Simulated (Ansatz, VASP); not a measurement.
Two plane-wave programs on Hf4N

INCAR

```
PREC = Accurate ; ENCUT = 520
EDIFF = 1E-6 ; ISMEAR = 0
SIGMA = 0.1 ; LREAL = F
LASPH = T ; NELM = 100
ALGO = Fast ; ISIF = 2
LWAVE = F ; LCHARG = F
LDIPOL = T ; IDIPOL = 3
DIPOL = 0.5 0.5 0.312 ; GGA = PE
IVDW = 12 ; NBANDS = 56
```

The input KPOINTS:

```
regular mesh
0
Gamma
  4 6 1
```

POSCAR

```
Hf4N
1.0
    6.3423521406      0.0000000000      0.0000000000
    0.0000000000      5.0167614026      0.0000000000
    0.0000000000      0.0000000000     22.1665201410
Hf N
8 2
Direct
    0.0000000000      0.7500000000      0.1804523206
    0.5000000000      0.7500000000      0.1804523206
    0.2500000000      0.2500000000      0.2217506242
    0.7500000000      0.2500000000      0.2217506242
    0.2500000000      0.7500000000      0.2964821324
    0.7500000000      0.7500000000      0.2964821324
    0.0000000000      0.2500000000      0.3368377216
    0.5000000000      0.2500000000      0.3368377216
    0.2500000000      0.5000000000      0.4992448102
    0.2500000000      0.5000000000      0.5488691984
```

Input for Ansatz:

```yaml
crystal:
  lattice:
    - [6.3423521406, 0.0, 0.0]
    - [0.0, 5.0167614026, 0.0]
    - [0.0, 0.0, 22.166520141]
  atoms:
    - { symbol: Hf, position: [0.0, 0.75, 0.1804523206] }
    - { symbol: Hf, position: [0.5, 0.75, 0.1804523206] }
    - { symbol: Hf, position: [0.25, 0.25, 0.2217506242] }
    - { symbol: Hf, position: [0.75, 0.25, 0.2217506242] }
    - { symbol: Hf, position: [0.25, 0.75, 0.2964821324] }
    - { symbol: Hf, position: [0.75, 0.75, 0.2964821324] }
    - { symbol: Hf, position: [0.0, 0.25, 0.3368377216] }
    - { symbol: Hf, position: [0.5, 0.25, 0.3368377216] }
    - { symbol: "N", position: [0.25, 0.5, 0.4992448102] }
    - { symbol: "N", position: [0.25, 0.5, 0.5488691984] }
basis:
  ecutwfc: 420
kpoints:
  mp_grid: { grid: [4, 6, 1] }
hamiltonian:
  xc: pbe
  dispersion: d3bj
scf:
  occupations: { method: gaussian, width: 0.1 }
output:
  forces: true
  eigenvalues: true
efield:
  axis: 3
  dipole_correction: true
  ramp_width: 0.04
```

Alike in both runs: task single point; functional PBE; dispersion D3(BJ); k mesh 4 × 6 × 1; occupations gaussian, width 0.1 eV; no spin polarisation.

|  | VASP | Ansatz |
| --- | --- | --- |
| version | VASP 6.6.1 | Ansatz 0.2.0 |
| potentials or method | VASP PAW PBE potentials, release 64 (Hf_pv, N), cutoff 520 eV | scalar-relativistic, plane waves, PAW |
| valence electrons in the cell | 90 | 218 |

```tsv
	VASP	Ansatz	Ansatz less VASP
gap on the k mesh at the Fermi level (eV)	none	none	-
rms of the force components (eV/Å)	0.567	0.112	-0.4544
```

Atom by atom the forces differ by 0.463 eV/Å (rms over components). A gap of «none» marks a metal or a gap that the smearing closes. One of these differences is far larger than is usual between the two programs; its cause wasn't traced. VASP's potentials hold 90 valence electrons a cell and Ansatz's 218, so a difference there can come from the potentials and not from the codes.

Neither program's run includes spin-orbit coupling. Noted on VASP's run: the standard files for N, O and F lose accuracy on very short bonds.
